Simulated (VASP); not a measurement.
# B2F (P6/mmm) in VASP: notebook

The runs below take B2F through single point, relaxation of cell and atoms, with PBE.

Everything below comes from runs of VASP 6.6.1. Logs are shortened: lines on timing, memory, paths and dates and some standing lists are left out, and cuts for length are marked.

## (1) The cell of the first run

It takes space group P6/mmm (No. 191, hexagonal). The conventional cell has a = 2.569 Å, b = 2.569 Å, c = 4.909 Å, α = 90.00°, β = 90.00°, γ = 120.00°. B (site symmetry 6mm) has 1 F at 1.26 Å within 1.7 Å. F (site symmetry 6/mmm) has 2 B at 1.26 Å within 1.7 Å.

## (2) Single point, PBE, collinear spin, ferromagnetic start

INCAR reads:

```
  PREC = Accurate
  ENCUT = 520
  EDIFF = 1E-7
  ISMEAR = 0
  SIGMA = 0.1
  LREAL = False
  LASPH = True
  NELM = 150
  ALGO = Normal
  ISIF = 2
  LWAVE = False
  LCHARG = False
  ISPIN = 2
  MAGMOM = 0 0 1
  LORBIT = 11
  GGA = PE
  NBANDS = 18
```

KPOINTS reads:

```
regular mesh
0
Gamma
  6 6 4
```

POSCAR reads:

```
B2F
1.0
    2.5690699700      0.0000000000      0.0000000000
   -1.2845349900      2.2248798600      0.0000000000
    0.0000000000      0.0000000000      4.9085107400
B F
2 1
Direct
    0.0000000000      0.0000000000      0.7440564900
    0.0000000000      0.0000000000      0.2559435100
    0.0000000000      0.0000000000      0.0000000000
```

Potentials or basis: VASP PAW PBE potentials, release 64 (B, F).

The run is started by

```bash
> cat potpaw_PBE.64/B/POTCAR potpaw_PBE.64/F/POTCAR > POTCAR
> mpirun -np 1 vasp_std > vasp.out
```

OUTCAR:

```text
PREC = Accurate
   ENCUT = 520
   EDIFF = 1E-7
   ISMEAR = 0
   LREAL = False
   LASPH = True
   NELM = 150
   ISIF = 2
   ISPIN = 2
   LORBIT = 11
   GGA = PE

 ion  position               nearest neighbor table
   1  0.000  0.000  0.744-   3 1.26
   2  0.000  0.000  0.256-   3 1.26
   3  0.000  0.000  0.000-   1 1.26   2 1.26

  LATTYP: Found a hexagonal cell.
 ALAT       =     2.5690699700
 C/A-ratio  =     1.9106177711

  Lattice vectors:

 A1 = (   2.5690699700,   0.0000000000,   0.0000000000)
 A2 = (  -1.2845349900,   2.2248798600,   0.0000000000)
 A3 = (   0.0000000000,   0.0000000000,   4.9085107400)

Analysis of symmetry for initial positions (statically):
=====================================================================
 Subroutine PRICEL returns:
 Original cell was already a primitive cell.

 Routine SETGRP: Setting up the symmetry group for a
 hexagonal supercell.

 Subroutine GETGRP returns: Found 24 space group operations
 (whereof 24 operations were pure point group operations)
 out of a pool of 24 trial point group operations.

The static configuration has the point symmetry D_6h.

Analysis of symmetry for dynamics (positions and initial velocities):
=====================================================================
 Subroutine PRICEL returns:
 Original cell was already a primitive cell.

 Routine SETGRP: Setting up the symmetry group for a
 hexagonal supercell.

 Subroutine GETGRP returns: Found 24 space group operations
 (whereof 24 operations were pure point group operations)
 out of a pool of 24 trial point group operations.

The dynamic configuration has the point symmetry D_6h.

Analysis of structural, dynamic, and magnetic symmetry:
=====================================================================
 Subroutine PRICEL returns:
 Original cell was already a primitive cell.

 Routine SETGRP: Setting up the symmetry group for a
 hexagonal supercell.

 Subroutine GETGRP returns: Found 24 space group operations
 (whereof 24 operations were pure point group operations)
 out of a pool of 24 trial point group operations.

The overall configuration has the point symmetry D_6h.

 Subroutine INISYM returns: Found 24 space group operations
 (whereof 24 operations are pure point group operations),
 and found     1 'primitive' translations
[... 117 lines left out ...]
   LORBIT       =     11    0 simple, 1 ext, 2 COOP (PROOUT), +10 PAW based schemes
   GGA     = PE    functional components
   LHFCALC =     F    Hartree Fock is set to
   AEXX    =    0.0000 exact exchange contribution
   IVDW    =     0    specifies the selected vdW correction
   LEPSILON=     F    determine dielectric tensor
   LRPA    =     F    only Hartree local field effects (RPA)
 spin polarized calculation
 Gauss-broadening in eV      SIGMA  =   0.10
  energy-cutoff  :      520.00
  volume of cell :       28.06
 maximum number of plane-waves:       776
 NGX is ok and might be reduce to    20
   NGX =  9   NGY =  9   NGZ = 19

 number of electron      12.9999994 magnetization       0.0000857

 number of electron      12.9999994 magnetization      -0.0000220

 Free energy of the ion-electron system (eV)
  ---------------------------------------------------
  ext. energy  EPLUGINS =         0.00000000
  ---------------------------------------------------
  free energy    TOTEN  =       -10.35738830 eV

  energy without entropy =      -10.35058836  energy(sigma->0) =      -10.35398833

 E-fermi :   5.1643     XC(G=0): -10.7214

 val. band max:        5.1512990243   @ k =   0.5000   0.0000   0.5000
 cond. band min:       5.7279703777   @ k =   0.5000   0.0000   0.5000
 fundamental gap:      0.5766713534
 Fermi energy:         5.1642894390

 spin component 1

 k-point     1 :       0.0000    0.0000    0.0000
  band No.  band energies     occupation
      1     -28.8419      1.00000
      2     -13.9199      1.00000
      3      -6.6511      1.00000
      4      -6.6511      1.00000
      5      -3.8416      1.00000
      6       1.1600      1.00000
[... 417 lines left out ...]
      4      -8.7772      1.00000
      5       3.1826      1.00000
      6       3.1826      1.00000
[... 10 lines left out ...]
     17      27.7485      0.00000
     18      27.7485      0.00000
 Fermi energy:         5.1642894390

 spin component 2

 k-point     1 :       0.0000    0.0000    0.0000
  band No.  band energies     occupation
      1     -28.8419      1.00000
      2     -13.9199      1.00000
      3      -6.6511      1.00000
      4      -6.6511      1.00000
      5      -3.8416      1.00000
      6       1.1600      1.00000
[... 418 lines left out ...]
      5       3.1826      1.00000
      6       3.1826      1.00000
[... 10 lines left out ...]
     17      27.7485      0.00000
     18      27.7485      0.00000

------------------------ aborting loop because EDIFF is reached ----------------------------------------

  FORCE on cell =-STRESS in cart. coord.  units (eV):
  Direction    XX          YY          ZZ          XY          YZ          ZX
  --------------------------------------------------------------------------------------
  -------------------------------------------------------------------------------------
  Total       -4.3853864     -4.3853864     22.4099666      0.0000000      0.0000000      0.0000000
  in kB     -250.4299141   -250.4299145   1279.7335317      0.0000006      0.0000000      0.0000000
  external PRESSURE =     259.6245677 kB  Pullay stress =       0.0000000 kB

 VOLUME and BASIS-vectors are now :
 -----------------------------------------------------------------------------
  energy-cutoff  :      520.00
  volume of cell :       28.06
      direct lattice vectors                 reciprocal lattice vectors
     2.569069970  0.000000000  0.000000000     0.389245918  0.224731236  0.000000000
    -1.284534990  2.224879860  0.000000000     0.000000000  0.449462471  0.000000000
     0.000000000  0.000000000  4.908510740     0.000000000  0.000000000  0.203727781

 POSITION                                       TOTAL-FORCE (eV/Angst)
 -----------------------------------------------------------------------------------
      0.00000      0.00000      3.65221         0.000000     -0.000000    -11.086423
      0.00000      0.00000      1.25630        -0.000000      0.000000     11.086423
      0.00000      0.00000      0.00000        -0.000000      0.000000      0.000000
 -----------------------------------------------------------------------------------
    total drift:                                0.000000      0.000000     -0.000000

  FREE ENERGIE OF THE ION-ELECTRON SYSTEM (eV)
  ---------------------------------------------------
  free  energy   TOTEN  =       -10.3573883032 eV

  energy  without entropy=      -10.3505883649  energy(sigma->0) =      -10.35398833

 total charge

# of ion       s       p       d       tot
------------------------------------------
    1        0.718   1.057   0.000   1.775
    2        0.718   1.057   0.000   1.775
    3        1.767   4.639   0.000   6.406
--------------------------------------------------
tot          3.203   6.753   0.000   9.956

 magnetization (x)

# of ion       s       p       d       tot
------------------------------------------
    1       -0.000  -0.000   0.000  -0.000
    2       -0.000  -0.000   0.000  -0.000
    3       -0.000  -0.000   0.000  -0.000
--------------------------------------------------
tot         -0.000  -0.000   0.000  -0.000
```

OSZICAR:

```text
N       E                     dE             d eps       ncg     rms          rms(c)
DAV:   1     0.366419963581E+02    0.36642E+02   -0.60188E+03  1512   0.657E+02
DAV:   2    -0.982596537968E+01   -0.46468E+02   -0.44306E+02  1978   0.160E+02
DAV:   3    -0.108709907508E+02   -0.10450E+01   -0.10362E+01  1750   0.187E+01
DAV:   4    -0.108730195148E+02   -0.20288E-02   -0.20286E-02  1740   0.964E-01
DAV:   5    -0.108730229444E+02   -0.34296E-05   -0.34297E-05  1664   0.428E-02    0.893E+00
DAV:   6    -0.104856706304E+02    0.38735E+00   -0.68133E-01  1566   0.564E+00    0.356E+00
DAV:   7    -0.103786200759E+02    0.10705E+00   -0.18648E-01  1604   0.293E+00    0.186E+00
DAV:   8    -0.103551036363E+02    0.23516E-01   -0.70638E-02  1604   0.180E+00    0.613E-01
DAV:   9    -0.103565833373E+02   -0.14797E-02   -0.66941E-03  1636   0.506E-01    0.329E-01
DAV:  10    -0.103572639337E+02   -0.68060E-03   -0.79715E-04  1624   0.194E-01    0.848E-02
DAV:  11    -0.103573671985E+02   -0.10326E-03   -0.11878E-04  1616   0.660E-02    0.261E-02
DAV:  12    -0.103573830336E+02   -0.15835E-04   -0.10343E-05  1622   0.237E-02    0.141E-02
DAV:  13    -0.103573877171E+02   -0.46835E-05   -0.31857E-06  1588   0.137E-02    0.470E-03
DAV:  14    -0.103573882333E+02   -0.51627E-06   -0.64441E-07  1612   0.559E-03    0.138E-03
DAV:  15    -0.103573883032E+02   -0.69885E-07   -0.30896E-08  1254   0.131E-03
   1 F= -.10357388E+02 E0= -.10353988E+02  d E =-.679994E-02  mag=     0.0000
```

stdout:

```text
POSCAR found type information on POSCAR B F
 POSCAR found :  2 types and       3 ions
 scaLAPACK will be used
 LDA part: xc-table for (Slater+PW92), standard interpolation
 POSCAR, INCAR and KPOINTS ok, starting setup
 FFT: planning ... GRIDC
 FFT: planning ... GRID_SOFT
 FFT: planning ... GRID
 WAVECAR not read
 entering main loop
```

Run time: 21 s. Hardware: 1 thread of Intel Xeon Platinum 8259CL at 2.50GHz (Skylake/Cascade Lake), shared host; peak memory 0.15 GiB.

What came out:

```yaml
Free_energy: -10.3574 eV
Pressure: 26.0 GPa
Largest_force: 11.086 eV/Å
Net_moment: 0.00 μB per cell
Valence_electrons_inside_the_program's_atomic_spheres: B 1.77; F 6.41
```

Forces on the atoms (eV/Å):
```
B     0.000   0.000 -11.086
B     0.000   0.000  11.086
F     0.000   0.000   0.000
```

Stress tensor (GPa, compression positive):
```
-25.04   0.00   0.00
  0.00 -25.04   0.00
  0.00   0.00 127.97
```

Caveat: the k points lie up to 0.47 Å⁻¹ apart; forces of over 1 eV/Å act on the atoms, so gaps and moduli don't describe the material at rest.

## (3) Relaxation of cell and atoms, PBE

This run uses another cell than the first one, of 7.15 Å³/atom, 0.764 times its volume.

INCAR reads:

```
PREC = Accurate
ENCUT = 600
EDIFF = 1E-6
ISMEAR = 0
SIGMA = 0.1
LREAL = F
LASPH = T
NELM = 60
ALGO = Normal
ISIF = 3
LWAVE = F
LCHARG = F
GGA = PE
IBRION = 2
NSW = 90
EDIFFG = -0.04
```

KPOINTS reads:

```
Automatic mesh
0
Gamma
  12 12 4
```

POSCAR reads:

```
B2F
1.0
    2.2096463480      0.0000000000      0.0000000000
   -1.1048231740      1.9136098708      0.0000000000
    0.0000000000      0.0000000000      5.0704676596
B F
2 1
Direct
    0.0000000000      0.0000000000      0.6891136611
    0.0000000000      0.0000000000      0.3108863389
    0.0000000000      0.0000000000      0.0000000000
```

Potentials or basis: VASP PAW PBE potentials, release 64 (B, F).

The run is started by

```bash
> cat potpaw_PBE.64/B/POTCAR potpaw_PBE.64/F/POTCAR > POTCAR
> mpirun -np 1 vasp_std > vasp.out
```

OUTCAR:

```text
PREC = Accurate
   ENCUT = 600
   EDIFF = 1E-6
   ISMEAR = 0
   LREAL = F
   LASPH = T
   NELM = 60
   ISIF = 3
   GGA = PE
   IBRION = 2
   NSW = 90
   EDIFFG = -0.04

 ion  position               nearest neighbor table
   1  0.000  0.000  0.689-   3 1.58   2 1.92
   2  0.000  0.000  0.311-   3 1.58   1 1.92
   3  0.000  0.000  0.000-   1 1.58   2 1.58

  LATTYP: Found a hexagonal cell.
 ALAT       =     2.2096463480
 C/A-ratio  =     2.2946964632

  Lattice vectors:

 A1 = (   2.2096463480,   0.0000000000,   0.0000000000)
 A2 = (  -1.1048231740,   1.9136098708,   0.0000000000)
 A3 = (   0.0000000000,   0.0000000000,   5.0704676596)

Analysis of symmetry for initial positions (statically):
=====================================================================
 Subroutine PRICEL returns:
 Original cell was already a primitive cell.

 Routine SETGRP: Setting up the symmetry group for a
 hexagonal supercell.

 Subroutine GETGRP returns: Found 24 space group operations
 (whereof 24 operations were pure point group operations)
 out of a pool of 24 trial point group operations.

The static configuration has the point symmetry D_6h.

Analysis of symmetry for dynamics (positions and initial velocities):
=====================================================================
 Subroutine PRICEL returns:
 Original cell was already a primitive cell.

 Routine SETGRP: Setting up the symmetry group for a
 hexagonal supercell.

 Subroutine GETGRP returns: Found 24 space group operations
 (whereof 24 operations were pure point group operations)
 out of a pool of 24 trial point group operations.

The dynamic configuration has the point symmetry D_6h.

 Subroutine INISYM returns: Found 24 space group operations
 (whereof 24 operations are pure point group operations),
 and found     1 'primitive' translations

[... 132 lines left out ...]
 maximum number of plane-waves:       747
 NGX is ok and might be reduce to    18
   NGX =  9   NGY =  9   NGZ = 21

--------------------------------------- Ionic step        1  -------------------------------------------

 number of electron      12.9999999 magnetization

 Free energy of the ion-electron system (eV)
  ---------------------------------------------------
  ext. energy  EPLUGINS =         0.00000000
  ---------------------------------------------------
  free energy    TOTEN  =       -14.07447917 eV

  energy without entropy =      -14.07200357  energy(sigma->0) =      -14.07324137

------------------------ aborting loop because EDIFF is reached ----------------------------------------

  FORCE on cell =-STRESS in cart. coord.  units (eV):
  Direction    XX          YY          ZZ          XY          YZ          ZX
  --------------------------------------------------------------------------------------
  -------------------------------------------------------------------------------------
  Total       -0.6443684     -0.6443684      1.0544509      0.0000000     -0.0000000      0.0000000
  in kB      -48.1526945    -48.1526945     78.7975576      0.0000000     -0.0000000      0.0000000
  external PRESSURE =      -5.8359438 kB  Pullay stress =       0.0000000 kB
[... 98 lines left out ...]
--------------------------------------- Ionic step        4  -------------------------------------------

 number of electron      12.9999990 magnetization

 Free energy of the ion-electron system (eV)
  ---------------------------------------------------
  ext. energy  EPLUGINS =         0.00000000
  ---------------------------------------------------
  free energy    TOTEN  =       -14.09697730 eV

  energy without entropy =      -14.09568940  energy(sigma->0) =      -14.09633335

 E-fermi :   6.9395     XC(G=0): -12.2173

 val. band max:        6.9264573880   @ k =   0.2500   0.2500   0.5000
 cond. band min:       7.0353051237   @ k =   0.3333   0.0000   0.5000
 fundamental gap:      0.1088477357
 Fermi energy:         6.9394565568

 k-point     1 :       0.0000    0.0000    0.0000
  band No.  band energies     occupation
      1     -21.4035      2.00000
      2      -7.4652      2.00000
      3      -6.1884      2.00000
      4       2.9489      2.00000
      5       3.1704      2.00000
      6       3.1704      2.00000
      7       5.7509      2.00000
      8      17.6035      0.00000
      9      18.9364      0.00000
     10      18.9364      0.00000
[... 287 lines left out ...]
 k-point    24 :       0.3333    0.0000    0.2500
  band No.  band energies     occupation
      1     -19.6721      2.00000
      2      -5.1705      2.00000
      3      -2.9045      2.00000
      4      -0.9948      2.00000
      5       2.2109      2.00000
      6       3.0450      2.00000
      7       7.2594      0.00001
      8      11.4340      0.00000
      9      13.7778      0.00000
     10      15.2054      0.00000

 [... further k-points ...]

------------------------ aborting loop because EDIFF is reached ----------------------------------------

  FORCE on cell =-STRESS in cart. coord.  units (eV):
  Direction    XX          YY          ZZ          XY          YZ          ZX
  --------------------------------------------------------------------------------------
  -------------------------------------------------------------------------------------
  Total        0.0373879      0.0373879     -0.0032548      0.0000000      0.0000000      0.0000000
  in kB        2.8270612      2.8270612     -0.2461070      0.0000000      0.0000000      0.0000000
  external PRESSURE =       1.8026718 kB  Pullay stress =       0.0000000 kB
[... 18 lines left out ...]
  FREE ENERGIE OF THE ION-ELECTRON SYSTEM (eV)
  ---------------------------------------------------
  free  energy   TOTEN  =       -14.0969773014 eV

  energy  without entropy=      -14.0956893985  energy(sigma->0) =      -14.09633335

 reached required accuracy - stopping structural energy minimisation
```

OSZICAR:

```text
N       E                     dE             d eps       ncg     rms          rms(c)
DAV:   1     0.392425203767E+02    0.39243E+02   -0.70878E+03  1140   0.132E+03
DAV:   2    -0.126668545863E+02   -0.51909E+02   -0.48751E+02  1436   0.223E+02
DAV:   3    -0.144396925937E+02   -0.17728E+01   -0.17472E+01  1446   0.380E+01
[... 24 lines left out ...]
DAV:   2    -0.140972409047E+02    0.43297E-02   -0.20929E-02  1258   0.174E+00    0.100E-01
DAV:   3    -0.140970615744E+02    0.17933E-03   -0.63286E-04  1166   0.310E-01    0.501E-02
DAV:   4    -0.140969801198E+02    0.81455E-04   -0.15659E-04  1248   0.137E-01    0.119E-02
DAV:   5    -0.140969777402E+02    0.23796E-05   -0.22255E-05  1238   0.508E-02    0.331E-03
DAV:   6    -0.140969773014E+02    0.43886E-06   -0.14589E-06   702   0.155E-02
   4 F= -.14096977E+02 E0= -.14096333E+02  d E =-.617495E-03
```

CONTCAR:

```text
B2F
   1.00000000000000
     2.1798081012124064    0.0000000000000000    0.0000000000000000
    -1.0899040506062032    1.8877691910754377    0.0000000000000000
     0.0000000000000000   -0.0000000000000000    5.1491973958912567
  B               F
     2     1
Direct
     0.0000000000000000    0.0000000000000000    0.6920345687149962
     0.0000000000000000    0.0000000000000000    0.3079654312850038
     0.0000000000000000    1.0000000000000000    0.0000000000000000

  0.00000000E+00  0.00000000E+00  0.00000000E+00
  0.00000000E+00  0.00000000E+00  0.00000000E+00
  0.00000000E+00  0.00000000E+00  0.00000000E+00
```

It took 28 s on 1 thread of Intel Xeon Platinum 8259CL at 2.50GHz (Skylake/Cascade Lake), shared host; peak memory 0.14 GiB.

What came out:

```
Free energy                            : -14.0970 eV
Relaxed volume                         : 7.06 Å³/atom
Relaxed cell                           : a = 2.180 Å, b = 2.180 Å, c = 5.149 Å, α = 90.00°, β = 90.00°, γ = 120.00°
Space group after relaxing (to 0.05 Å) : P6/mmm (No. 191)
Energy gained by relaxing              : 7.5 meV/atom
Ionic steps                            : 4
Pressure after relaxing                : 0.2 GPa
Largest force after relaxing           : 0.015 eV/Å
```

Forces on the atoms (eV/Å):
```
B    0.000  0.000 -0.015
B    0.000  0.000  0.015
F    0.000  0.000  0.000
```

Step by step:
| step | energy change (eV) | largest force (eV/Å) | pressure (GPa) | volume (Å³) |
| --- | --- | --- | --- | --- |
| 1 | 0.0000 | 0.3381 | -0.58 | 21.44 |
| 2 | -0.0219 | 0.0416 | -1.20 | 21.35 |
| 3 | -0.0219 | 0.0433 | -1.18 | 21.35 |
| 4 | -0.0225 | 0.0147 | 0.18 | 21.19 |

Final structure:
```xyz
3
Lattice="2.1798 0.0000 0.0000 -1.0899 1.8878 0.0000 0.0000 0.0000 5.1492" Properties=species:S:1:pos:R:3 pbc="T T T"
B     0.0000    0.0000    3.5634
B     0.0000    0.0000    1.5858
F    -1.0899    1.8878    0.0000
```

Caveat: an odd number of electrons without spin polarisation forces a metal; a magnetic or distorted state may lie lower.

(Part 1 of 2 ends here.)
